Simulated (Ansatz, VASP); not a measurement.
**N: VASP beside Ansatz**

```
N
1.0
     8.33955    0.00000    0.00000
     0.00000    8.33955    0.00000
     0.00000    0.00000    8.33955
N
20
Direct
  0.22001 0.82752 0.39505
  0.18473 0.85298 0.27140
  0.35849 0.85103 0.85890
  0.45860 0.93065 0.88764
  0.88761 0.90670 0.61779
  0.96840 0.91150 0.72092
  0.88359 0.57311 0.93255
  0.97384 0.58363 0.02700
  0.90685 0.48732 0.46816
  0.92462 0.35942 0.49093
  0.45508 0.49245 0.97510
  0.47941 0.45950 0.85062
  0.15070 0.22919 0.13859
  0.19338 0.20639 0.01679
  0.78649 0.12494 0.02804
  0.72711 0.22203 0.09307
  0.60774 0.87532 0.30508
  0.65536 0.76386 0.25516
  0.37024 0.43778 0.41816
  0.48814 0.38093 0.42477
```

Alike in both runs: functional r2SCAN; k mesh 1 × 1 × 1; occupations fermi-dirac, width 0.05 eV; no spin polarisation.

Ansatz relaxed the structure, and its values are those at the end. VASP's run is a single point on that final structure, the one shown.

```csv
,VASP,Ansatz
version,VASP 6.6.1,Ansatz 0.2.0
potentials or method,"VASP PAW PBE potentials, release 64 (N), cutoff 520 eV","scalar-relativistic, plane waves, PAW"
valence electrons in the cell,100,100
```

|  | VASP | Ansatz | Ansatz less VASP |
| --- | --- | --- | --- |
| rms of the force components (eV/Å) | 1.344 | 0.018 | -1.3259 |

VASP's potentials were made for PBE, not for r2SCAN. One of these differences is far larger than is usual between the two programs; its cause wasn't traced. The functional is the same, so the differences come from potentials, cutoffs and numerics.

Noted on VASP's run: the standard files for N, O and F lose accuracy on very short bonds.
